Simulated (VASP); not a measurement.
# KTaO3 (Pm-3m) in VASP: single point with r2SCAN

Aim: the single point of KTaO3 with r2SCAN.

All numbers are computed with VASP 6.6.1; they aren't measurements. Logs are shortened: lines on timing, memory, paths and dates and some standing lists are left out, and cuts for length are marked.

### Step 1. The cell of the first run

Symmetry: Pm-3m, No. 221, cubic system. Conventional cell: a = 4.068 Å, b = 4.068 Å, c = 4.068 Å, α = 90.00°, β = 90.00°, γ = 90.00°. Within 3.8 Å of K (site symmetry m-3m) lie 12 O at 2.88 Å and 8 Ta at 3.52 Å. Within 2.7 Å of Ta (site symmetry m-3m) lie 6 O at 2.03 Å. O (site symmetry 4/mmm) has 2 Ta at 2.03 Å within 2.7 Å.

### Step 2. Single point, r2SCAN (13.47 Å³/atom)

File POSCAR:

```
KTaO3
1.0
    4.0683888445      0.0000000000      0.0000000000
    0.0000000000      4.0683888445      0.0000000000
    0.0000000000      0.0000000000      4.0683888445
K Ta O
1 1 3
Direct
    0.0000000000      0.0000000000      0.0000000000
    0.5000000000      0.5000000000      0.5000000000
    0.5000000000      0.5000000000      0.0000000000
    0.5000000000      0.0000000000      0.5000000000
    0.0000000000      0.5000000000      0.5000000000
```

File INCAR.step1:

```
SYSTEM = KTaO3
PREC = Accurate ; ENCUT = 660
ISMEAR = 0 ; SIGMA = 0.01
LREAL = .FALSE. ; LASPH = .TRUE.
NELM = 120 ; NBANDS = 28
GGA = PE ; ALGO = Normal
EDIFF = 1E-5 ; LWAVE = .TRUE.
LCHARG = .FALSE. ; GGA_COMPAT = .FALSE.
```

File INCAR.step2:

```
SYSTEM = KTaO3
PREC = Accurate ; ENCUT = 660
EDIFF = 1E-6 ; ISMEAR = 0
SIGMA = 0.01 ; LREAL = .FALSE.
LASPH = .TRUE. ; NELM = 120
ALGO = Normal ; ISIF = 2
LWAVE = .FALSE. ; LCHARG = .FALSE.
METAGGA = R2SCAN ; LMIXTAU = .TRUE.
NBANDS = 28 ; ISTART = 1
GGA_COMPAT = .FALSE.
```

File KPOINTS:

```
Automatic mesh
0
G
  6 6 6
  0 0 0
```

Potentials or basis: VASP PAW PBE potentials, release 64 (K_sv, Ta_sv_GW, O).

Started as:

```bash
$ cat potpaw_PBE.64/K_sv/POTCAR potpaw_PBE.64/Ta_sv_GW/POTCAR potpaw_PBE.64/O/POTCAR > POTCAR
$ cp INCAR.step1 INCAR
$ mpirun -np 1 vasp_std > vasp.out
$ cp INCAR.step2 INCAR
$ mpirun -np 1 vasp_std > vasp.out
```

OUTCAR:

```text
SYSTEM = KTaO3
   PREC = Accurate
   ENCUT = 660
   EDIFF = 1E-6
   ISMEAR = 0
   LREAL = .FALSE.
   LASPH = .TRUE.
   NELM = 120
   ISIF = 2
   METAGGA = R2SCAN
   ISTART = 1

 ion  position               nearest neighbor table
   1  0.000  0.000  0.000-   3 2.88   4 2.88   5 2.88   4 2.88   5 2.88   3 2.88   5 2.88   5 2.88
                             3 2.88   4 2.88   4 2.88   3 2.88   2 3.52   2 3.52   2 3.52   2 3.52
   2  0.500  0.500  0.500-   3 2.03   4 2.03   5 2.03   3 2.03   4 2.03   5 2.03   1 3.52   1 3.52
                             1 3.52   1 3.52   1 3.52   1 3.52   1 3.52   1 3.52
   3  0.500  0.500  0.000-   2 2.03   2 2.03   1 2.88   1 2.88   1 2.88   1 2.88
   4  0.500  0.000  0.500-   2 2.03   2 2.03   1 2.88   1 2.88   1 2.88   1 2.88
   5  0.000  0.500  0.500-   2 2.03   2 2.03   1 2.88   1 2.88   1 2.88   1 2.88

  LATTYP: Found a simple cubic cell.
 ALAT       =     4.0683888445

  Lattice vectors:

 A1 = (   4.0683888445,   0.0000000000,   0.0000000000)
 A2 = (   0.0000000000,   4.0683888445,   0.0000000000)
 A3 = (   0.0000000000,   0.0000000000,   4.0683888445)

Analysis of symmetry for initial positions (statically):
=====================================================================
 Subroutine PRICEL returns:
 Original cell was already a primitive cell.

 Routine SETGRP: Setting up the symmetry group for a
 simple cubic supercell.

 Subroutine GETGRP returns: Found 48 space group operations
 (whereof 48 operations were pure point group operations)
 out of a pool of 48 trial point group operations.

The static configuration has the point symmetry O_h .

Analysis of symmetry for dynamics (positions and initial velocities):
=====================================================================
 Subroutine PRICEL returns:
 Original cell was already a primitive cell.

 Routine SETGRP: Setting up the symmetry group for a
 simple cubic supercell.

 Subroutine GETGRP returns: Found 48 space group operations
 (whereof 48 operations were pure point group operations)
 out of a pool of 48 trial point group operations.

The dynamic configuration has the point symmetry O_h .

 Subroutine INISYM returns: Found 48 space group operations
 (whereof 48 operations are pure point group operations),
 and found     1 'primitive' translations

----------------------------------------------------------------------------------------

                                     Primitive cell

  volume of cell :      67.3391

  direct lattice vectors                    reciprocal lattice vectors
     4.068388845  0.000000000  0.000000000     0.245797547  0.000000000  0.000000000
     0.000000000  4.068388845  0.000000000     0.000000000  0.245797547  0.000000000
     0.000000000  0.000000000  4.068388845     0.000000000  0.000000000  0.245797547

  length of vectors
     4.068388845  4.068388845  4.068388845     0.245797547  0.245797547  0.245797547

  position of ions in fractional coordinates (direct lattice)
     0.000000000  0.000000000  0.000000000
     0.500000000  0.500000000  0.500000000
     0.500000000  0.500000000  0.000000000
     0.500000000  0.000000000  0.500000000
     0.000000000  0.500000000  0.500000000

  ion indices of the primitive-cell ions
   primitive index   ion index
                 1           1
                 2           2
                 3           3
                 4           4
                 5           5

----------------------------------------------------------------------------------------

 KPOINTS: Automatic mesh

Automatic generation of k-mesh.
 Grid dimensions read from file:
 generate k-points for:    6    6    6

 Generating k-lattice:

  Cartesian coordinates                     Fractional coordinates (reciprocal lattice)
     0.040966258  0.000000000  0.000000000     0.166666667  0.000000000  0.000000000
     0.000000000  0.040966258  0.000000000     0.000000000  0.166666667  0.000000000
     0.000000000  0.000000000  0.040966258     0.000000000  0.000000000  0.166666667

  Length of vectors
     0.040966258  0.040966258  0.040966258

  Shift w.r.t. Gamma in fractional coordinates (k-lattice)
     0.000000000  0.000000000  0.000000000

 Subroutine IBZKPT returns following result:
 ===========================================

 Found     20 irreducible k-points:

 Following reciprocal coordinates:
            Coordinates               Weight
  0.000000  0.000000  0.000000      1.000000
  0.166667  0.000000  0.000000      6.000000
  0.333333  0.000000  0.000000      6.000000
  0.500000  0.000000  0.000000      3.000000
  0.166667  0.166667  0.000000     12.000000
  0.333333  0.166667  0.000000     24.000000
[... 12 lines left out ...]
  0.500000  0.500000  0.333333      6.000000
  0.500000  0.500000  0.500000      1.000000
   k-points           NKPTS =     20   k-points in BZ     NKDIM =     20   number of bands    NBANDS=     28
   number of dos      NEDOS =    301   number of ions     NIONS =      5
   total plane-waves  NPLWV =  46656
   dimension x,y,z NGX =    36 NGY =   36 NGZ =   36
   dimension x,y,z NGXF=    72 NGYF=   72 NGZF=   72
   ions per type =               1   1   3
   NGX,Y,Z   is equivalent  to a cutoff of  14.71, 14.71, 14.71 a.u.
   NGXF,Y,Z  is equivalent  to a cutoff of  29.42, 29.42, 29.42 a.u.
 SYSTEM =  KTaO3
   PREC   = accura    normal or accurate (medium, high low for compatibility)
   ISTART =      1    job   : 0-new  1-cont  2-samecut
   ICHARG =      0    charge: 1-file 2-atom 10-const
   ISPIN  =      1    spin polarized calculation?
   LNONCOLLINEAR =      F non collinear calculations
   LSORBIT =      F    spin-orbit coupling
   LASPH  =      T    aspherical Exc in radial PAW
   ENCUT  =  660.0 eV  48.51 Ry    6.96 a.u.   8.52  8.52  8.52*2*pi/ulx,y,z
   NELM   =    120;   NELMIN=  2; NELMDL=  0     # of ELM steps
   EDIFF  = 0.1E-05   stopping-criterion for ELM
   LREAL  =      F    real-space projection
   EDIFFG = 0.1E-04   stopping-criterion for IOM
   NSW    =      0    number of steps for IOM
   IBRION =     -1    ionic relax: 0-MD 1-quasi-New 2-CG
   NFREE  =      0    steps in history (QN), initial steepest desc. (CG)
   ISIF   =      2    stress and relaxation
   ISYM   =      2    0-nonsym 1-usesym 2-fastsym
   POTIM  = 0.5000    time-step for ionic-motion
   TEBEG  =    0.0;   TEEND  =   0.0 temperature during run
   PSTRESS=    0.0 pullay stress
   NELECT =      40.0000    total number of electrons
   NUPDOWN=      -1.0000    fix difference up-down
   EMIN   =  10.00;   EMAX   =-10.00  energy-range for DOS
   EFERMI =   0.00;   METHOD = LEGACY
   ISMEAR =     0;   SIGMA  =   0.01  broadening in eV -4-tet -1-fermi 0-gaus
   EFERMI_NEDOS =   21; number of points for ismear=-14 and -15
   IALGO  =     38    algorithm
   IMIX   =      4    mixing-type and parameters
     AMIX     =   0.40;   BMIX     =  1.00
     AMIX_MAG =   1.60;   BMIX_MAG =  1.00
  volume/ion in A,a.u.               =      13.47        90.89
  Fermi-wavevector in a.u.,A,eV,Ry     =   1.376171  2.600586 25.767344  1.893846
  Thomas-Fermi vector in A             =   2.501440
   LORBIT       =      0    0 simple, 1 ext, 2 COOP (PROOUT), +10 PAW based schemes
   METAGGA = R2SCAN    functional components
   LHFCALC =     F    Hartree Fock is set to
   AEXX    =    0.0000 exact exchange contribution
   IVDW    =     0    specifies the selected vdW correction
   LEPSILON=     F    determine dielectric tensor
   LRPA    =     F    only Hartree local field effects (RPA)
 non-spin polarized calculation
 Gauss-broadening in eV      SIGMA  =   0.01
  energy-cutoff  :      660.00
  volume of cell :       67.34
 maximum number of plane-waves:      2624
 NGX is ok and might be reduce to    36
   NGX = 17   NGY = 17   NGZ = 17

 number of electron      39.9999988 magnetization

 Free energy of the ion-electron system (eV)
  ---------------------------------------------------
  ext. energy  EPLUGINS =         0.00000000
  ---------------------------------------------------
  free energy    TOTEN  =       -89.68168659 eV

  energy without entropy =      -89.68168659  energy(sigma->0) =      -89.68168659

 E-fermi :   2.5392     XC(G=0): -11.3150

 val. band max:        2.3474829731   @ k =   0.5000   0.5000   0.5000
 cond. band min:       4.8034965049   @ k =   0.0000   0.0000   0.0000
 fundamental gap:      2.4560135318
 Fermi energy:         2.5391887111

 k-point     1 :       0.0000    0.0000    0.0000
  band No.  band energies     occupation
      1     -67.5591      2.00000
      2     -33.1475      2.00000
      3     -33.1475      2.00000
      4     -33.1475      2.00000
      5     -26.1428      2.00000
      6     -15.9744      2.00000
[... 20 lines left out ...]
     27      10.9887      0.00000
     28      10.9887      0.00000

 k-point     2 :       0.1667    0.0000    0.0000
  band No.  band energies     occupation
      1     -67.5589      2.00000
      2     -33.1664      2.00000
      3     -33.1469      2.00000
      4     -33.1469      2.00000
      5     -26.1380      2.00000
      6     -15.9065      2.00000
[... 20 lines left out ...]
     27      11.3140      0.00000
     28      11.3581      0.00000

 k-point     3 :       0.3333    0.0000    0.0000
  band No.  band energies     occupation
      1     -67.5587      2.00000
      2     -33.2039      2.00000
      3     -33.1456      2.00000
      4     -33.1456      2.00000
      5     -26.1284      2.00000
      6     -15.8533      2.00000
[... 20 lines left out ...]
     27      12.0063      0.00000
     28      12.5714      0.00000

 k-point     4 :       0.5000    0.0000    0.0000
  band No.  band energies     occupation
      1     -67.5586      2.00000
      2     -33.2225      2.00000
      3     -33.1449      2.00000
      4     -33.1449      2.00000
      5     -26.1236      2.00000
      6     -15.8496      2.00000
[... 454 lines left out ...]
     27      13.3568      0.00000
     28      14.1375      0.00000

 k-point    19 :       0.5000    0.5000    0.3333
  band No.  band energies     occupation
      1     -67.5577      2.00000
      2     -33.2172      2.00000
      3     -33.2172      2.00000
      4     -33.1981      2.00000
      5     -26.1043      2.00000
      6     -14.8227      2.00000
[... 20 lines left out ...]
     27      13.6964      0.00000
     28      14.0524      0.00000

 k-point    20 :       0.5000    0.5000    0.5000
  band No.  band energies     occupation
      1     -67.5576      2.00000
      2     -33.2165      2.00000
      3     -33.2165      2.00000
      4     -33.2165      2.00000
      5     -26.1015      2.00000
      6     -14.5516      2.00000
[... 20 lines left out ...]
     27      13.8094      0.00000
     28      14.6275      0.00000

------------------------ aborting loop because EDIFF is reached ----------------------------------------

  FORCE on cell =-STRESS in cart. coord.  units (eV):
  Direction    XX          YY          ZZ          XY          YZ          ZX
  --------------------------------------------------------------------------------------
  -------------------------------------------------------------------------------------
  Total       -4.5626822     -4.5626822     -4.5626822     -0.0000000      0.0000000     -0.0000000
  in kB     -108.5584000   -108.5584000   -108.5584000     -0.0000000      0.0000000     -0.0000000
  external PRESSURE =    -108.5584000 kB  Pullay stress =       0.0000000 kB

 VOLUME and BASIS-vectors are now :
 -----------------------------------------------------------------------------
  energy-cutoff  :      660.00
  volume of cell :       67.34
      direct lattice vectors                 reciprocal lattice vectors
     4.068388845  0.000000000  0.000000000     0.245797547  0.000000000  0.000000000
     0.000000000  4.068388845  0.000000000     0.000000000  0.245797547  0.000000000
     0.000000000  0.000000000  4.068388845     0.000000000  0.000000000  0.245797547

 POSITION                                       TOTAL-FORCE (eV/Angst)
 -----------------------------------------------------------------------------------
      0.00000      0.00000      0.00000         0.000000      0.000000      0.000000
      2.03419      2.03419      2.03419         0.000000      0.000000      0.000000
      2.03419      2.03419      0.00000         0.000000      0.000000      0.000000
      2.03419      0.00000      2.03419         0.000000      0.000000      0.000000
      0.00000      2.03419      2.03419         0.000000      0.000000      0.000000
 -----------------------------------------------------------------------------------
    total drift:                                0.000000      0.000000      0.000000

  FREE ENERGIE OF THE ION-ELECTRON SYSTEM (eV)
  ---------------------------------------------------
  free  energy   TOTEN  =       -89.6816865883 eV

  energy  without entropy=      -89.6816865883  energy(sigma->0) =      -89.68168659
```

It took 2 min on 1 thread of Intel Xeon 6975P-C (Granite Rapids), shared host; peak memory 0.25 GiB.

Results:

- Free energy: -89.6817 eV
- Pressure: -10.9 GPa
- Band gap on the k mesh: 2.46 eV (least direct gap 3.12 eV)

Caveat: the cell stands under tension; the PAW data sets were made with another functional, which shifts forces and pressure a little; spin-orbit coupling is left out, which moves the levels of the heavy elements. A k mesh can miss the band edges.
